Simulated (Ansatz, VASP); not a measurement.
Two plane-wave programs on Cl

```
Cl
1.0
    15.00000    0.00000    0.00000
     0.00000   15.50000    0.00000
     0.00000    0.00000   16.00000
Cl
2
Cartesian
  6.6473 7.7347 7.4745
  8.3527 7.7653 8.5255
```

Alike in both runs: functional PBE; k mesh 1 × 1 × 1; occupations gaussian, width 0.005 eV; no spin polarisation.

Ansatz relaxed the structure, and its values are those at the end. VASP's run is a single point on that final structure, the one shown.

|  | VASP | Ansatz |
| --- | --- | --- |
| version | VASP 6.6.1 | Ansatz 0.2.0 |
| potentials or method | VASP PAW PBE potentials, release 64 (Cl), cutoff 520 eV | scalar-relativistic, plane waves, PAW |
| valence electrons in the cell | 14 | 14 |

```csv
,VASP,Ansatz,Ansatz less VASP
gap on the k mesh at the Fermi level (eV),3.00,2.95,-0.048
rms of the force components (eV/Å),0.103,0.006,-0.0977
```
